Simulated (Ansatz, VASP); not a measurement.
**One calculation of TePb, two programs**

```
Te Pb
1.0
     0.00000    3.23100    3.23100
     3.23100    0.00000    3.23100
     3.23100    3.23100    0.00000
Te Pb
1 1
Cartesian
  3.2310 3.2310 3.2310
  0.0000 0.0000 0.0000
```

Alike in both runs: task relaxation of cell and atoms; functional PBEsol; k mesh 12 × 12 × 12; occupations fermi-dirac, width 0.08 eV; no spin polarisation.

|  | VASP | Ansatz |
| --- | --- | --- |
| version | VASP 6.6.1 | Ansatz 0.2.0 |
| potentials or method | VASP PAW PBE potentials, release 64 (Te, Pb_d) | PAW with Ansatz's default frozen-core files, scalar-relativistic |
| plane-wave cutoff (eV) | 600 | 420 |
| valence electrons in the cell | 20 | 30 |

|  | VASP | Ansatz | Ansatz less VASP |
| --- | --- | --- | --- |
| relaxed volume (Å³/atom) | 33.43 | 33.43 | -0.006 |
| relaxed cell length with the largest relative difference (Å) | 4.556 | 4.556 | -0.0003 |

VASP's potentials were made for PBE, not for PBEsol. VASP's potentials hold 20 valence electrons a cell and Ansatz's 30, so a difference there can come from the potentials and not from the codes.

Neither program's run includes spin-orbit coupling.
